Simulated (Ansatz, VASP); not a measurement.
One calculation of CoPtO2, two programs

```xyz
4
Lattice="1.4829 0.8561 6.0505 -1.4829 0.8561 6.0505 0.0000 -1.7123 6.0505" Properties=species:S:1:pos:R:3 pbc="T T T"
Pt    0.0000    0.0000    0.0000
Co    0.0000    0.0000    9.0758
O     0.0000    0.0000    1.9700
O     0.0000    0.0000   16.1815
```

Alike in both runs: task single point; functional PBE; k mesh 6 × 6 × 6; occupations gaussian, width 0.05 eV; collinear spin; Hubbard terms Co d U = 3.3 eV.

```csv
,VASP,Ansatz
version,VASP 6.6.1,Ansatz 0.2.0
potentials or method,"VASP PAW PBE potentials, release 64 (Pt, Co, O), cutoff 520 eV","scalar-relativistic, plane waves, PAW"
valence electrons in the cell,31,47
```

VASP gave:

```
gap on the k mesh at the Fermi level (eV)                     : none
pressure (GPa)                                                : -2.3
traceless stress, the component that is largest in VASP (GPa) : 0.85
rms of the force components (eV/Å)                            : 0.055
net moment per atom (μB)                                      : 0.49
size of the moment on the site where the two differ most (μB) : 2.37
```

Question: Which values does Ansatz return?

Answer: gap on the k mesh at the Fermi level (eV): none; pressure (GPa): -0.7; traceless stress, the component that is largest in VASP (GPa): -0.04; rms of the force components (eV/Å): 0.001; net moment per atom (μB): 0.49; size of the moment on the site where the two differ most (μB): 2.21.

Site moments also hang on the region over which each program counts them. The programs project onto different local orbitals, so the same U acts differently, and such runs can settle in different states. Atom by atom the forces differ by 0.055 eV/Å (rms over components). A gap of «none» marks a metal or a gap that the smearing closes. VASP's potentials hold 31 valence electrons a cell and Ansatz's 47, so a difference there can come from the potentials and not from the codes. Ansatz's warnings: filled band counts differ across k points.

The k mesh is coarse, so the values compare programs but aren't converged. Neither program's run includes spin-orbit coupling.
